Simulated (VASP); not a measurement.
Runs of VASP 6.6.1 on GaAs. The structure is that of space group F-43m (No. 216), or close to it. The cells are those of the table. 

```csv
level,cell,k mesh,smearing,grid for exact exchange (PRECFOCK),screening parameter,gap on the mesh (eV),pressure (GPa)
r2SCAN,"a = 3.923, b = 3.923, c = 3.838 Å, angles 60.7, 60.7, 58.6°, 2 atoms",8 × 8 × 8,gaussian 0.01 eV,-,-,1.40,7.7
HSE06,"a = 4.101 Å, angles 60.0°, 2 atoms",6 × 6 × 6,fermi-dirac 0.02 eV,Normal,0.2079 1/Å,(a),-4.0
r2SCAN,"a = 4.101 Å, angles 60.0°, 2 atoms",8 × 8 × 8,fermi-dirac 0.02 eV,-,-,0.39,(b)
PBE,"a = 3.923, b = 3.923, c = 3.838 Å, angles 60.7, 60.7, 58.6°, 2 atoms",8 × 8 × 8,fermi-dirac 0.02 eV,-,-,1.03,10.7
PBE,"a = 4.101 Å, angles 60.0°, 2 atoms",8 × 8 × 8,fermi-dirac 0.02 eV,-,-,none,(c)
```

Alike in all rows: task single point; potentials or basis VASP PAW PBE potentials, release 64 (Ga_d, As); no spin polarisation; cutoff (eV) 520.

**Question.** Fill in the values left out.

**Answer.** (a) 0.77; (b) -4.3; (c) -1.4.

Caveats: the PAW data sets were made with another functional, which shifts forces and pressure a little (some runs).

A k mesh can miss the band edges, and the runs leave out spin-orbit coupling on As, Ga.

A gap of «none» marks levels without a gap at the run's occupations.
